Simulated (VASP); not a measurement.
Write the native input for VASP 6.6.1 that does the following.

```
Task                   : single point
Functional             : PBEsol
Potentials or basis    : VASP PAW PBE potentials, release 64 (Ge_d)
Cutoff                 : 520 eV
k mesh                 : 16 × 16 × 16
Occupations            : gaussian, width 0.1 eV
Spin                   : no spin polarisation
Dipole correction      : no
Further INCAR settings : ALGO = Normal; EDIFF = 1e-06; NBANDS = 21
```

The structure of Ge lies in POSCAR:

```
Ge
1.0
   -2.5820813579      2.4982844137      1.4676081535
    2.5820813579     -2.5323113187      1.5303805894
    2.5820813579      2.5323113187     -1.5303805894
Ge
2
Direct
    0.1765788298      0.9041434901      0.2724353397
    0.8234211702      0.0958565099      0.7275646603
```

This cell differs from its parent crystal: strained and its atoms moved.

One way to write it, as run:

INCAR

```
PREC = Accurate
ENCUT = 520
EDIFF = 1E-6
ISMEAR = 0
SIGMA = 0.1
LREAL = F
LASPH = T
NELM = 100
ALGO = Normal
ISIF = 2
LWAVE = F
LCHARG = T
GGA = PS
LELF = T
LVHAR = T
NBANDS = 21
```

KPOINTS

```
regular mesh
0
Gamma
  16 16 16
```

Potentials or basis: VASP PAW PBE potentials, release 64 (Ge_d).

Run with:

```console
$ cat potpaw_PBE.64/Ge_d/POTCAR > POTCAR
$ mpirun -np 1 vasp_std > vasp.out
```

Results of the run:

```json
{
  "Pressure": "-0.8 GPa",
  "Largest force": "1.852 eV/Å",
  "Band gap on the k mesh": "zero (band 14 reaches 8.12 eV, above the bottom of band 15 at 2.93 eV)"
}
```

Caveat: the cell differs from its parent crystal (strained and its atoms moved); the PAW data sets were made with another functional, which shifts forces and pressure a little.

Run time: 5.1 min on 1 thread of Intel(R) Xeon(R) 6975P-C (Granite Rapids), with other jobs on the host, peak memory 0.74 GiB.
